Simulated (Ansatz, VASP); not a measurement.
# Zn in VASP and in Ansatz

```xyz
2
Lattice="2.6600 0.0000 0.0000 -1.3300 2.3036 0.0000 0.0000 0.0000 4.9370" Properties=species:S:1:pos:R:3 pbc="T T T"
Zn    0.0000    1.5358    3.7027
Zn    1.3300    0.7679    1.2342
```

Alike in both runs: task single point; functional PBEsol; k mesh 14 × 14 × 8; occupations gaussian, width 0.05 eV; no spin polarisation.

```csv
,VASP,Ansatz
version,VASP 6.6.1,Ansatz 0.2.0
potentials or method,"VASP PAW PBE potentials, release 64 (Zn), cutoff 520 eV","scalar-relativistic, plane waves, PAW"
valence electrons in the cell,24,24
```

VASP gave:

```
gap on the k mesh at the Fermi level (eV)                     : none
pressure (GPa)                                                : -4.7
traceless stress, the component that is largest in VASP (GPa) : -1.05
```

Question: Which values does Ansatz return?

Answer: gap on the k mesh at the Fermi level (eV): none; pressure (GPa): -5.1; traceless stress, the component that is largest in VASP (GPa): -0.91.

VASP's potentials were made for PBE, not for PBEsol. A gap of «none» marks a metal or a gap that the smearing closes.
